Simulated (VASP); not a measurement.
A run of VASP 6.6.1 is set up as follows.

The input INCAR:

```
SYSTEM = K2IF
PREC = Accurate ; ENCUT = 520
EDIFF = 1E-6 ; ISMEAR = -1
SIGMA = 0.02 ; LREAL = .False.
LASPH = .True. ; NELM = 80
ALGO = Normal ; ISIF = 2
LWAVE = .False. ; LCHARG = .True.
GGA = PE ; LELF = .True.
LVHAR = .True. ; NBANDS = 24
```

Contents of KPOINTS:

```
Automatic mesh
0
Gamma
  8 8 8
  0 0 0
```

POSCAR

```
K2IF
1.0
    2.2198596768      1.2816365820      7.3061008809
   -2.2198596768      1.2816365820      7.3061008809
    0.0000000000     -2.5632731640      7.3061008809
F I K
1 1 2
Direct
    1.0000000000      0.0000000000      0.0000000000
    0.5000000000      0.5000000000      0.5000000000
    0.2719797672      0.2719797672      0.2719797672
    0.7280202328      0.7280202328      0.7280202328
```

Potentials or basis: VASP PAW PBE potentials, release 64 (F, I, K_sv).

The run is started by

```console
$ cat potpaw_PBE.64/F/POTCAR potpaw_PBE.64/I/POTCAR potpaw_PBE.64/K_sv/POTCAR > POTCAR
$ mpirun -np 1 vasp_std > vasp.out
```

(1) Estimate the pressure.

(2) What does it give for the band gap on the k mesh?

## Answers

(1) 0.0 GPa.

(2) 3.16 eV.

Caveat: the cell differs from its parent crystal (biaxial xy strain +2.4%); spin-orbit coupling is left out, which moves the levels of the heavy elements.
